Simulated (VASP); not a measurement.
# CsLi3O2 (P6/mmm) in VASP: notebook

Runs on CsLi3O2. Level: PBE. Tasks: single point, relaxation of cell and atoms.

All numbers are computed with VASP 6.6.1; they aren't measurements. Logs are shortened: lines on timing, memory, paths and dates and some standing lists are left out, and cuts for length are marked.

**1. The cell of the first run**

The structure is hexagonal, space group P6/mmm (No. 191). The conventional cell has a = 5.418 Å, b = 5.418 Å, c = 4.308 Å, α = 90.00°, β = 90.00°, γ = 120.00°. Within 2.9 Å of Cs (site symmetry 6/mmm) lie 2 Li at 2.15 Å. Li (site symmetry 6/mmm) has 2 Cs at 2.15 Å within 2.9 Å. Li (site symmetry -6m2) has 2 O at 2.15 Å within 2.9 Å. Within 2.9 Å of O (site symmetry -6m2) lie 2 Li at 2.15 Å.

The cell was built from a structure type or drawn by symmetry, and may not be a known phase.

**2. Single point, PBE**

File INCAR:

```
SYSTEM = CsLi3O2
ALGO = Normal ; EDIFF = 1E-7
ENCUT = 520 ; GGA = PE
ISIF = 2 ; ISMEAR = 0
LASPH = .TRUE. ; LCHARG = .TRUE.
LELF = .TRUE. ; LREAL = .FALSE.
LVHAR = .TRUE. ; LWAVE = .FALSE.
NBANDS = 24 ; NELM = 80
PREC = Accurate ; SIGMA = 0.1
```

File KPOINTS:

```
k-points
0
G
  6 6 4
  0 0 0
```

File POSCAR:

```
CsLi3O2
1.0
    5.4182873118      0.0000000036      0.0000000000
   -2.7091436590      4.6923744552      0.0000000000
    0.0000000000      0.0000000000      4.3083103677
Cs Li O
1 3 2
Direct
    0.0000000000      0.0000000000      0.5000000000
    0.0000000000      0.0000000000      0.0000000000
    0.3333333333      0.6666666667      0.0000000000
    0.6666666667      0.3333333333      0.0000000000
    0.3333333333      0.6666666667      0.5000000000
    0.6666666667      0.3333333333      0.5000000000
```

Potentials or basis: VASP PAW PBE potentials, release 64 (Cs_sv, Li_sv, O).

Started as:

```bash
$ cat potpaw_PBE.64/Cs_sv/POTCAR potpaw_PBE.64/Li_sv/POTCAR potpaw_PBE.64/O/POTCAR > POTCAR
$ mpirun -np 1 vasp_std > vasp.out
```

OUTCAR:

```text
SYSTEM = CsLi3O2
   EDIFF = 1E-7
   ENCUT = 520
   GGA = PE
   ISIF = 2
   ISMEAR = 0
   LASPH = .TRUE.
   LREAL = .FALSE.
   NELM = 80
   PREC = Accurate

 ion  position               nearest neighbor table
   1  0.000  0.000  0.500-   2 2.15   2 2.15
   2  0.000  0.000  0.000-   1 2.15   1 2.15
   3  0.333  0.667  0.000-   5 2.15   5 2.15
   4  0.667  0.333  0.000-   6 2.15   6 2.15
   5  0.333  0.667  0.500-   3 2.15   3 2.15
   6  0.667  0.333  0.500-   4 2.15   4 2.15

  LATTYP: Found a hexagonal cell.
 ALAT       =     5.4182873118
 C/A-ratio  =     0.7951424721

  Lattice vectors:

 A1 = (   5.4182873118,   0.0000000036,   0.0000000000)
 A2 = (  -2.7091436590,   4.6923744552,   0.0000000000)
 A3 = (   0.0000000000,   0.0000000000,   4.3083103677)

Analysis of symmetry for initial positions (statically):
=====================================================================
 Subroutine PRICEL returns:
 Original cell was already a primitive cell.

 Routine SETGRP: Setting up the symmetry group for a
 hexagonal supercell.

 Subroutine GETGRP returns: Found 24 space group operations
 (whereof 24 operations were pure point group operations)
 out of a pool of 24 trial point group operations.

The static configuration has the point symmetry D_6h.

Analysis of symmetry for dynamics (positions and initial velocities):
=====================================================================
 Subroutine PRICEL returns:
 Original cell was already a primitive cell.

 Routine SETGRP: Setting up the symmetry group for a
 hexagonal supercell.

 Subroutine GETGRP returns: Found 24 space group operations
 (whereof 24 operations were pure point group operations)
 out of a pool of 24 trial point group operations.

The dynamic configuration has the point symmetry D_6h.

 Subroutine INISYM returns: Found 24 space group operations
 (whereof 24 operations are pure point group operations),
 and found     1 'primitive' translations

----------------------------------------------------------------------------------------

                                     Primitive cell

  volume of cell :     109.5372

  direct lattice vectors                    reciprocal lattice vectors
     5.418287312  0.000000004  0.000000000     0.184560165  0.106555861  0.000000000
    -2.709143659  4.692374455  0.000000000    -0.000000000  0.213111722  0.000000000
     0.000000000  0.000000000  4.308310368     0.000000000  0.000000000  0.232109554

  length of vectors
     5.418287312  5.418287312  4.308310368     0.213111722  0.213111722  0.232109554

  position of ions in fractional coordinates (direct lattice)
     0.000000000  0.000000000  0.500000000
     0.000000000  0.000000000  0.000000000
     0.333333333  0.666666667  0.000000000
     0.666666667  0.333333333  0.000000000
     0.333333333  0.666666667  0.500000000
     0.666666667  0.333333333  0.500000000

  ion indices of the primitive-cell ions
   primitive index   ion index
                 1           1
                 2           2
                 3           3
                 4           4
                 5           5
                 6           6

----------------------------------------------------------------------------------------

 KPOINTS: k-points

Automatic generation of k-mesh.
 Grid dimensions read from file:
 generate k-points for:    6    6    4

 Generating k-lattice:

  Cartesian coordinates                     Fractional coordinates (reciprocal lattice)
     0.030760027  0.017759310  0.000000000     0.166666667  0.000000000  0.000000000
    -0.000000000  0.035518620  0.000000000     0.000000000  0.166666667  0.000000000
     0.000000000  0.000000000  0.058027389     0.000000000  0.000000000  0.250000000

  Length of vectors
     0.035518620  0.035518620  0.058027389

  Shift w.r.t. Gamma in fractional coordinates (k-lattice)
     0.000000000  0.000000000  0.000000000

 Subroutine IBZKPT returns following result:
 ===========================================

 Found     21 irreducible k-points:

 Following reciprocal coordinates:
            Coordinates               Weight
  0.000000  0.000000  0.000000      1.000000
  0.166667 -0.000000  0.000000      6.000000
  0.333333 -0.000000  0.000000      6.000000
  0.500000  0.000000  0.000000      3.000000
  0.166667  0.166667  0.000000      6.000000
  0.333333  0.166667  0.000000     12.000000
[... 13 lines left out ...]
  0.333333  0.166667  0.500000     12.000000
  0.333333  0.333333  0.500000      2.000000
   k-points           NKPTS =     21   k-points in BZ     NKDIM =     21   number of bands    NBANDS=     24
   number of dos      NEDOS =    301   number of ions     NIONS =      6
   total plane-waves  NPLWV =  51200
   dimension x,y,z NGX =    40 NGY =   40 NGZ =   32
   dimension x,y,z NGXF=    80 NGYF=   80 NGZF=   64
   ions per type =               1   3   2
   NGX,Y,Z   is equivalent  to a cutoff of  12.27, 12.27, 12.35 a.u.
   NGXF,Y,Z  is equivalent  to a cutoff of  24.55, 24.55, 24.70 a.u.
 SYSTEM =  CsLi3O2
   PREC   = accura    normal or accurate (medium, high low for compatibility)
   ISTART =      0    job   : 0-new  1-cont  2-samecut
   ICHARG =      2    charge: 1-file 2-atom 10-const
   ISPIN  =      1    spin polarized calculation?
   LNONCOLLINEAR =      F non collinear calculations
   LSORBIT =      F    spin-orbit coupling
   LASPH  =      T    aspherical Exc in radial PAW
   ENCUT  =  520.0 eV  38.22 Ry    6.18 a.u.  10.07 10.07  8.01*2*pi/ulx,y,z
   NELM   =     80;   NELMIN=  2; NELMDL= -5     # of ELM steps
   EDIFF  = 0.1E-06   stopping-criterion for ELM
   LREAL  =      F    real-space projection
   EDIFFG = 0.1E-05   stopping-criterion for IOM
   NSW    =      0    number of steps for IOM
   IBRION =     -1    ionic relax: 0-MD 1-quasi-New 2-CG
   NFREE  =      0    steps in history (QN), initial steepest desc. (CG)
   ISIF   =      2    stress and relaxation
   ISYM   =      2    0-nonsym 1-usesym 2-fastsym
   POTIM  = 0.5000    time-step for ionic-motion
   TEBEG  =    0.0;   TEEND  =   0.0 temperature during run
   PSTRESS=    0.0 pullay stress
   NELECT =      30.0000    total number of electrons
   NUPDOWN=      -1.0000    fix difference up-down
   EMIN   =  10.00;   EMAX   =-10.00  energy-range for DOS
   EFERMI =   0.00;   METHOD = LEGACY
   ISMEAR =     0;   SIGMA  =   0.10  broadening in eV -4-tet -1-fermi 0-gaus
   EFERMI_NEDOS =   21; number of points for ismear=-14 and -15
   IALGO  =     38    algorithm
   IMIX   =      4    mixing-type and parameters
     AMIX     =   0.40;   BMIX     =  1.00
     AMIX_MAG =   1.60;   BMIX_MAG =  1.00
  volume/ion in A,a.u.               =      18.26       123.20
  Fermi-wavevector in a.u.,A,eV,Ry     =   1.063150  2.009063 15.378511  1.130289
  Thomas-Fermi vector in A             =   2.198625
   LORBIT       =      0    0 simple, 1 ext, 2 COOP (PROOUT), +10 PAW based schemes
   GGA     = PE    functional components
   LHFCALC =     F    Hartree Fock is set to
   AEXX    =    0.0000 exact exchange contribution
   IVDW    =     0    specifies the selected vdW correction
   LEPSILON=     F    determine dielectric tensor
   LRPA    =     F    only Hartree local field effects (RPA)
 non-spin polarized calculation
 Gauss-broadening in eV      SIGMA  =   0.10
  energy-cutoff  :      520.00
  volume of cell :      109.54
 maximum number of plane-waves:      2980
   NGX = 21   NGY = 21   NGZ = 17

 number of electron      29.9999986 magnetization

 Free energy of the ion-electron system (eV)
  ---------------------------------------------------
  ext. energy  EPLUGINS =         0.00000000
  ---------------------------------------------------
  free energy    TOTEN  =       -16.51471893 eV

  energy without entropy =      -16.48605116  energy(sigma->0) =      -16.50038505

 E-fermi :   1.5328     XC(G=0):  -8.2795

 val. band max:        1.5260961456   @ k =   0.1667  -0.0000   0.5000
 cond. band min:       1.5362104607   @ k =   0.3333   0.3333   0.5000
 fundamental gap:      0.0101143152
 Fermi energy:         1.5327728777

 k-point     1 :       0.0000    0.0000    0.0000
  band No.  band energies     occupation
      1     -48.9509      2.00000
      2     -44.4287      2.00000
      3     -44.4219      2.00000
      4     -21.2085      2.00000
      5     -13.9293      2.00000
      6     -13.6055      2.00000
[... 16 lines left out ...]
     23       6.5368      0.00000
     24      10.5566      0.00000

 k-point     2 :       0.1667   -0.0000    0.0000
  band No.  band energies     occupation
      1     -48.9509      2.00000
      2     -44.4283      2.00000
      3     -44.4223      2.00000
      4     -21.2054      2.00000
      5     -13.9295      2.00000
      6     -13.6294      2.00000
[... 16 lines left out ...]
     23       6.9040      0.00000
     24      10.3218      0.00000

 k-point     3 :       0.3333   -0.0000    0.0000
  band No.  band energies     occupation
      1     -48.9509      2.00000
      2     -44.4273      2.00000
      3     -44.4234      2.00000
      4     -21.1994      2.00000
      5     -13.9186      2.00000
      6     -13.6893      2.00000
[... 16 lines left out ...]
     23       7.8000      0.00000
     24       9.7088      0.00000
[... 433 lines left out ...]
 k-point    20 :       0.3333    0.1667    0.5000
  band No.  band energies     occupation
      1     -48.9474      2.00000
      2     -44.4263      2.00000
      3     -44.4241      2.00000
      4     -21.2993      2.00000
      5     -13.9103      2.00000
      6     -13.7667      2.00000
[... 16 lines left out ...]
     23       8.1295      0.00000
     24       9.0463      0.00000

 k-point    21 :       0.3333    0.3333    0.5000
  band No.  band energies     occupation
      1     -48.9474      2.00000
      2     -44.4252      2.00000
      3     -44.4252      2.00000
      4     -21.2978      2.00000
      5     -13.8449      2.00000
      6     -13.8449      2.00000
[... 16 lines left out ...]
     23       8.1902      0.00000
     24       9.6969      0.00000

------------------------ aborting loop because EDIFF is reached ----------------------------------------

  FORCE on cell =-STRESS in cart. coord.  units (eV):
  Direction    XX          YY          ZZ          XY          YZ          ZX
  --------------------------------------------------------------------------------------
  -------------------------------------------------------------------------------------
  Total        0.1391000      0.1391000      0.2246481      0.0000000     -0.0000000      0.0000000
  in kB        2.0345853      2.0345853      3.2858800      0.0000000     -0.0000000      0.0000000
  external PRESSURE =       2.4516835 kB  Pullay stress =       0.0000000 kB

 VOLUME and BASIS-vectors are now :
 -----------------------------------------------------------------------------
  energy-cutoff  :      520.00
  volume of cell :      109.54
      direct lattice vectors                 reciprocal lattice vectors
     5.418287312  0.000000004  0.000000000     0.184560165  0.106555861  0.000000000
    -2.709143659  4.692374455  0.000000000    -0.000000000  0.213111722  0.000000000
     0.000000000  0.000000000  4.308310368     0.000000000  0.000000000  0.232109554

 POSITION                                       TOTAL-FORCE (eV/Angst)
 -----------------------------------------------------------------------------------
      0.00000      0.00000      2.15416        -0.000000     -0.000000      0.000000
      0.00000      0.00000      0.00000        -0.000000     -0.000000      0.000000
     -0.00000      3.12825      0.00000         0.000000      0.000000     -0.000000
      2.70914      1.56412      0.00000        -0.000000     -0.000000      0.000000
     -0.00000      3.12825      2.15416        -0.000000     -0.000000     -0.000000
      2.70914      1.56412      2.15416        -0.000000     -0.000000      0.000000
 -----------------------------------------------------------------------------------
    total drift:                                0.000000     -0.000000      0.000000

  FREE ENERGIE OF THE ION-ELECTRON SYSTEM (eV)
  ---------------------------------------------------
  free  energy   TOTEN  =       -16.5147189335 eV

  energy  without entropy=      -16.4860511576  energy(sigma->0) =      -16.50038505
```

Run time: 2 min. Hardware: 1 thread of Intel Xeon 8259CL, shared host; peak memory 0.24 GiB.

What came out:

```yaml
Free_energy: -16.5147 eV
Band_gap_on_the_k_mesh: zero (bands 15 and 16 overlap by 0.26 eV)
```

Levels at points of the mesh, in eV from the Fermi level:
```csv
k point,band 13,band 14,band 15,band 16,band 17,band 18
"(0.00, 0.00, 0.00)",-1.34,-0.63,-0.04,-0.04,3.11,3.11
"(0.50, 0.00, 0.00)",-1.26,-0.56,-0.33,0.78,1.30,2.36
"(0.00, 0.00, 0.50)",-1.16,0.04,0.04,0.27,0.27,2.37
"(0.50, 0.00, 0.50)",-1.00,-0.36,-0.30,-0.23,0.72,2.00
```

Caveat: the k points lie up to 0.36 Å⁻¹ apart; the cutoff is under 1.25 times the usual one of these potentials, so pressure, stress and relaxed cells hold a basis-set (Pulay) error; spin-orbit coupling is left out, which moves the levels of the heavy elements.

(Part 1 of 2 ends here.)
